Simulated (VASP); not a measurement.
Wanted: the native input for a VASP 6.6.1 run.

| Item | Value |
| --- | --- |
| Task | single point |
| Functional | r2SCAN |
| Potentials or basis | VASP PAW PBE potentials, release 64 (Hg, Te) |
| Cutoff | 520 eV |
| k mesh | 6 × 6 × 6 |
| Occupations | fermi-dirac, width 0.02 eV |
| Spin | no spin polarisation |
| Dipole correction | no |
| Further INCAR settings | ALGO = Normal; EDIFF = 1e-06; NBANDS = 16 |

The system is HgTe.

```
Hg Te
1.0
     0.00000    3.28920    3.28920
     3.28920    0.00000    3.28920
     3.28920    3.28920    0.00000
Hg Te
1 1
Direct
  0.00000 0.00000 0.00000
  0.25000 0.25000 0.25000
```

These files were run (other wordings do the same):

POSCAR

```
HgTe
1.0
    0.0000000000      3.2891972858      3.2891972858
    3.2891972858      0.0000000000      3.2891972858
    3.2891972858      3.2891972858      0.0000000000
Hg Te
1 1
Direct
    0.0000000000      0.0000000000      0.0000000000
    0.2500000000      0.2500000000      0.2500000000
```

INCAR.step1

```
SYSTEM = HgTe
PREC = Accurate
ENCUT = 520
ISMEAR = -1
SIGMA = 0.02
LREAL = .FALSE.
LASPH = .TRUE.
NELM = 60
NBANDS = 16
GGA = PE
ALGO = Normal
EDIFF = 1E-4
LWAVE = .TRUE.
LCHARG = .FALSE.
```

INCAR.step2

```
SYSTEM = HgTe
PREC = Accurate
ENCUT = 520
EDIFF = 1E-6
ISMEAR = -1
SIGMA = 0.02
LREAL = .FALSE.
LASPH = .TRUE.
NELM = 60
ALGO = Normal
ISIF = 2
LWAVE = .FALSE.
LCHARG = .FALSE.
METAGGA = R2SCAN
LMIXTAU = .TRUE.
NBANDS = 16
ISTART = 1
```

KPOINTS

```
Automatic mesh
0
G
  6 6 6
  0 0 0
```

Potentials or basis: VASP PAW PBE potentials, release 64 (Hg, Te).

Command:

```console
$ cat potpaw_PBE.64/Hg/POTCAR potpaw_PBE.64/Te/POTCAR > POTCAR
$ cp INCAR.step1 INCAR
$ mpirun -np 1 vasp_std > vasp.out
$ cp INCAR.step2 INCAR
$ mpirun -np 1 vasp_std > vasp.out
```

It gave:

- Pressure: 0.0 GPa
- Band gap on the k mesh: zero (filled and empty bands touch)

Caveat: semilocal functionals underestimate gaps, and a narrow one can read as zero; the PAW data sets were made with another functional, which shifts forces and pressure a little; spin-orbit coupling is left out, which moves the levels of the heavy elements.

Run time: 50 s on 1 thread of AMD EPYC 9R45 96-Core Processor (Zen 5), with other jobs on the host, peak memory 0.19 GiB.
